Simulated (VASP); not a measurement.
# AgCl (Fmm2) in VASP: further runs, part 2 of 2

VASP 6.6.1. Earlier steps stand in the parts before.

## (5) Single point, PBE

File INCAR:

```
SYSTEM = AgCl
ALGO     = Normal         ! electronic algorithm
EDIFF    = 1E-7           ! SCF threshold, eV
ENCUT    = 520            ! plane-wave cutoff, eV
GGA      = PE             ! functional
ISIF     = 2              ! what is computed and relaxed
ISMEAR   = 0              ! smearing method
LASPH    = .True.         ! aspherical terms in the spheres
LCHARG   = .False.        ! write CHGCAR
LREAL    = .False.        ! projectors in reciprocal space
LWAVE    = .False.        ! write WAVECAR
NBANDS   = 16             ! bands
NELM     = 80             ! most SCF steps
PREC     = Accurate       ! precision mode
SIGMA    = 0.05           ! smearing width, eV
```

File KPOINTS:

```
k-points
0
Gamma
  8 8 8
  0 0 0
```

File POSCAR:

```
AgCl
1.0
    0.0000000000      2.7311020407      2.8060228508
    2.7311020407      0.0000000000      2.8060228508
    2.7311020407      2.7311020407      0.0000000000
Ag Cl
1 1
Direct
    0.4700640907      0.5299359093      0.5299359093
    0.0910897785     -0.0910897785     -0.0910897785
```

Potentials or basis: VASP PAW PBE potentials, release 64 (Ag, Cl).

Command:

```console
cat potpaw_PBE.64/Ag/POTCAR potpaw_PBE.64/Cl/POTCAR > POTCAR
mpirun -np 1 vasp_std > vasp.out
```

OUTCAR:

```text
SYSTEM = AgCl
   EDIFF = 1E-7
   ENCUT = 520
   GGA = PE
   ISIF = 2
   ISMEAR = 0
   LASPH = .True.
   LREAL = .False.
   NELM = 80
   PREC = Accurate

 ion  position               nearest neighbor table
   1  0.470  0.530  0.530-   2 2.07   2 2.81   2 2.81   2 2.88   2 2.88
   2  0.091  0.909  0.909-   1 2.07   1 2.81   1 2.81   1 2.88   1 2.88

  LATTYP: Found a body centered tetragonal cell.
 ALAT       =     3.8623615462
 C/A-ratio  =     1.4530089000

  Lattice vectors:

 A1 = (  -2.7311020407,   0.0000000000,   2.8060228508)
 A2 = (   2.7311020407,   0.0000000000,   2.8060228508)
 A3 = (   0.0000000000,   2.7311020407,  -2.8060228508)

Analysis of symmetry for initial positions (statically):
=====================================================================
 Subroutine PRICEL returns:
 Original cell was already a primitive cell.

 Routine SETGRP: Setting up the symmetry group for a
 body centered tetragonal supercell.

 Subroutine GETGRP returns: Found  4 space group operations
 (whereof  4 operations were pure point group operations)
 out of a pool of 16 trial point group operations.

The static configuration has the point symmetry C_2v.

[... 156 lines left out ...]
  ---------------------------------------------------
  free energy    TOTEN  =        -4.43041042 eV

  energy without entropy =       -4.43041042  energy(sigma->0) =       -4.43041042

 E-fermi :   4.3008     XC(G=0):  -9.9801

 val. band max:        4.0718563701   @ k =   0.1250   0.0000   0.1250
 cond. band min:       5.3878265258   @ k =   0.0000   0.0000   0.0000
 fundamental gap:      1.3159701557
 Fermi energy:         4.3008283233

 k-point     1 :       0.0000    0.0000    0.0000
  band No.  band energies     occupation
      1     -11.5781      2.00000
      2      -1.2374      2.00000
      3      -0.2532      2.00000
      4      -0.1140      2.00000
      5       1.4118      2.00000
      6       1.4328      2.00000
[... 433 lines left out ...]
      3      -0.4711      2.00000
      4      -0.3066      2.00000
      5       1.2554      2.00000
      6       1.4542      2.00000
[... 8 lines left out ...]
     15      17.2952      0.00000
     16      18.1203      0.00000

 [... further k-points ...]
[... 5 lines left out ...]
  --------------------------------------------------------------------------------------
  -------------------------------------------------------------------------------------
  Total       11.4805207      0.7969836      0.5956597      0.0000000      0.0000000      0.0000000
  in kB      439.4152414     30.5044297     22.7987889      0.0000000      0.0000000      0.0000000
  external PRESSURE =     164.2394867 kB  Pullay stress =       0.0000000 kB

 VOLUME and BASIS-vectors are now :
 -----------------------------------------------------------------------------
  energy-cutoff  :      520.00
  volume of cell :       41.86
      direct lattice vectors                 reciprocal lattice vectors
     0.000000000  2.731102041  2.806022851    -0.183076279  0.183076279  0.178188143
     2.731102041  0.000000000  2.806022851     0.183076279 -0.183076279  0.178188143
     2.731102041  2.731102041  0.000000000     0.183076279  0.183076279 -0.178188143

 POSITION                                       TOTAL-FORCE (eV/Angst)
 -----------------------------------------------------------------------------------
      2.89462      2.73110      2.80602        -5.128473      0.000000      0.000000
      4.96465      2.73110      2.80602         5.128473      0.000000      0.000000
 -----------------------------------------------------------------------------------
    total drift:                                0.000071      0.000000      0.000000

  FREE ENERGIE OF THE ION-ELECTRON SYSTEM (eV)
  ---------------------------------------------------
  free  energy   TOTEN  =        -4.4304104215 eV

  energy  without entropy=       -4.4304104215  energy(sigma->0) =       -4.43041042
```

OSZICAR:

```text
N       E                     dE             d eps       ncg     rms          rms(c)
DAV:   1     0.928196133101E+02    0.92820E+02   -0.85042E+03  3040   0.101E+03
DAV:   2    -0.176981244227E+01   -0.94589E+02   -0.87906E+02  3792   0.219E+02
DAV:   3    -0.472801575322E+01   -0.29582E+01   -0.29514E+01  3848   0.408E+01
DAV:   4    -0.474661438963E+01   -0.18599E-01   -0.18597E-01  3888   0.363E+00
DAV:   5    -0.474685016141E+01   -0.23577E-03   -0.23577E-03  3848   0.402E-01    0.113E+01
DAV:   6    -0.444768263960E+01    0.29917E+00   -0.46945E-01  4096   0.974E+00    0.747E+00
DAV:   7    -0.443400753649E+01    0.13675E-01   -0.21196E-01  3688   0.299E+00    0.298E+00
DAV:   8    -0.443042234089E+01    0.35852E-02   -0.71382E-03  3752   0.831E-01    0.513E-01
DAV:   9    -0.443036480906E+01    0.57532E-04   -0.12431E-03  3992   0.346E-01    0.546E-02
DAV:  10    -0.443039748604E+01   -0.32677E-04   -0.72612E-05  4064   0.783E-02    0.254E-02
DAV:  11    -0.443040968129E+01   -0.12195E-04   -0.12265E-05  3880   0.274E-02    0.827E-03
DAV:  12    -0.443041032643E+01   -0.64513E-06   -0.16880E-06  3880   0.821E-03    0.222E-03
DAV:  13    -0.443041042146E+01   -0.95038E-07   -0.28273E-07  3960   0.400E-03
   1 F= -.44304104E+01 E0= -.44304104E+01  d E =-.412384E-12
```

Wall time 27 s (1 thread of Intel Xeon 6975P-C (Granite Rapids), shared host); peak memory 0.21 GiB.

Results:

* Free energy: -4.4304 eV
* Pressure: 16.4 GPa
* Largest force: 5.128 eV/Å
* Band gap on the k mesh: 1.32 eV, indirect (least direct gap 1.63 eV)

Forces on the atoms (eV/Å):
```
Ag  -5.128  0.000  0.000
Cl   5.128  0.000  0.000
```

Stress tensor (GPa, compression positive):
```
43.94  0.00  0.00
 0.00  3.05  0.00
 0.00  0.00  2.28
```

Caveat: forces of over 1 eV/Å act on the atoms, so gaps and moduli don't describe the material at rest. PBE gaps usually lie below the measured ones, often by a third to a half.
